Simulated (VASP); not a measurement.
The system is Li3Dy.

```
Li Dy
1.0
     0.00000    3.33221    3.33221
     3.33221    0.00000    3.33221
     3.33221    3.33221    0.00000
Li Dy
3 1
Direct
  0.50000 0.50000 0.50000
  0.25000 0.25000 0.25000
  0.75000 0.75000 0.75000
  0.00000 0.00000 0.00000
```

The cell was built from a structure type or drawn by symmetry, and may not be a known phase.

- Program: VASP 6.6.1
- Task: relaxation of cell and atoms
- Functional: PBE
- Potentials or basis: VASP PAW PBE potentials, release 64 (Li_sv, Dy_3), 4f in core
- Cutoff: 750 eV
- k mesh: 4 × 4 × 4
- Occupations: gaussian, width 0.1 eV
- Spin: no spin polarisation

At the start: pressure 7.0 GPa; volume 18.50 Å³/atom.

Q: How do energy, volume and symmetry change on relaxing?

A: Over 4 steps the energy falls by 81.2 meV/atom and the volume is 22.85 Å³/atom (+23.5 %); space group Fm-3m (No. 225, to 0.1 Å) before and after.

The path:
```csv
step,energy change (eV),largest force (eV/Å),pressure (GPa),volume (Å³)
1,0.0000,0.0000,7.03,74.00
2,-0.2612,0.0000,2.59,83.04
3,-0.3226,0.0000,0.43,89.83
4,-0.3249,0.0000,0.04,91.38
```

Final structure:
```
Li Dy
1.0
     0.00000    3.57503    3.57503
     3.57503    0.00000    3.57503
     3.57503    3.57503    0.00000
Li Dy
3 1
Direct
  0.50000 0.50000 0.50000
  0.25000 0.25000 0.25000
  0.75000 0.75000 0.75000
  0.00000 0.00000 0.00000
```

Caveat: the k points lie up to 0.38 Å⁻¹ apart in the final cell, too coarse for converged energies and pressures of a metal; the volume moved by over 15 % at a fixed basis, so the end points are rough.
